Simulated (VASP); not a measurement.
Crystal: KBr.

```xyz
2
Lattice="0.0000 3.3000 3.3000 3.3000 0.0000 3.3000 3.3000 3.3000 0.0000" Properties=species:S:1:pos:R:3 pbc="T T T"
K     0.0000    0.0000    0.0000
Br    3.3000    3.3000    3.3000
```

```yaml
Program: VASP 6.6.1
Task: relaxation of cell and atoms
Functional: LDA
Potentials_or_basis: VASP PAW LDA potentials, release 64 (K_sv, Br)
Cutoff: 600 eV
k_mesh: 10 × 10 × 10
Occupations: fermi-dirac, width 0.1 eV
Spin: no spin polarisation
```

At the start: pressure -1.6 GPa; volume 35.94 Å³/atom.

How do energy, volume and symmetry change on relaxing?

Over 5 steps the energy falls by 18.8 meV/atom and the volume is 32.50 Å³/atom (-9.6 %); space group Fm-3m (No. 225, to 0.05 Å).

Step by step:
```
step  energy change (eV)  largest force (eV/Å)  pressure (GPa)  volume (Å³)
   1              0.0000                0.0000           -1.59        71.87
   2             -0.0284                0.0000           -0.87        68.23
   3             -0.0375                0.0000           -0.07        65.23
   4             -0.0376                0.0000            0.01        64.98
   5             -0.0376                0.0000            0.01        65.00
```

Final structure:
```cif
data_structure
_symmetry_space_group_name_H-M 'P 1'
_symmetry_Int_Tables_number 1
_cell_length_a 4.5132
_cell_length_b 4.5132
_cell_length_c 4.5132
_cell_angle_alpha 60.000
_cell_angle_beta 60.000
_cell_angle_gamma 60.000
_cell_volume 65.00
loop_
_atom_site_label
_atom_site_type_symbol
_atom_site_fract_x
_atom_site_fract_y
_atom_site_fract_z
_atom_site_occupancy
K1 K 0.00000 0.00000 0.00000 1
Br1 Br 0.50000 0.50000 0.50000 1
```
